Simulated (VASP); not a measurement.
Mg, 2 atoms in the cell. It takes space group P6_3/mmc (No. 194, hexagonal). Conventional cell: a = 3.209 Å, b = 3.209 Å, c = 5.210 Å, α = 90.00°, β = 90.00°, γ = 120.00°. Within 4.2 Å of Mg (site symmetry -6m2) lie 12 Mg at 3.20 to 3.21 Å. 

* Program: VASP 6.6.1
* Task: relaxation of cell and atoms
* Functional: LDA
* Potentials or basis: VASP PAW LDA potentials, release 64 (Mg_sv)
* Cutoff: 750 eV
* k mesh: 12 × 12 × 6
* Occupations: gaussian, width 0.1 eV
* Spin: no spin polarisation
* Dipole correction: no
* Mended: yes
* Further INCAR settings: ALGO = Normal; EDIFF = 1e-07; IBRION = 2; EDIFFG = -0.002; NSW = 100; ISIF = 3

Potentials or basis: VASP PAW LDA potentials, release 64 (Mg_sv).

Command:

```bash
$ cat potpaw_LDA.64/Mg_sv/POTCAR > POTCAR
$ mpirun -np 1 vasp_std > vasp.out
```

Hardware: 1 thread of AMD EPYC 9R45 96-Core Processor (Zen 5), on a shared host.

Task: Estimate the wall time of this run.

Result: It took 2.6 min on 1 thread of AMD EPYC 9R45 96-Core Processor (Zen 5) (shared host), peak memory 0.18 GiB. Counts: scf iterations 56, k points 76, ion steps 8.
